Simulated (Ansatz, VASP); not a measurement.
## Hf: VASP beside Ansatz

```
Hf
1.0
     3.19670    0.00000    0.00000
    -1.59835    2.76842    0.00000
     0.00000    0.00000    5.05780
Hf
2
Direct
  0.33333 0.66667 0.25000
  0.66667 0.33333 0.75000
```

Alike in both runs: task relaxation of cell and atoms; functional PBEsol; k mesh 15 × 15 × 8; occupations gaussian, width 0.1 eV; no spin polarisation.

|  | VASP | Ansatz |
| --- | --- | --- |
| version | VASP 6.6.1 | Ansatz 0.2.0 |
| potentials or method | VASP PAW PBE potentials, release 64 (Hf_pv), cutoff 600 eV | scalar-relativistic, plane waves, PAW |
| valence electrons in the cell | 20 | 52 |

```tsv
	VASP	Ansatz	Ansatz less VASP
gap on the k mesh at the Fermi level, each at its own relaxed structure (eV)	none	none	-
relaxed volume (Å³/atom)	21.54	21.61	+0.069
relaxed cell length with the largest relative difference (Å)	4.988	4.996	+0.0087
```

VASP's potentials were made for PBE, not for PBEsol. A gap of «none» marks a metal or a gap that the smearing closes. VASP's potentials hold 20 valence electrons a cell and Ansatz's 52, so a difference there can come from the potentials and not from the codes.

Neither program's run includes spin-orbit coupling.
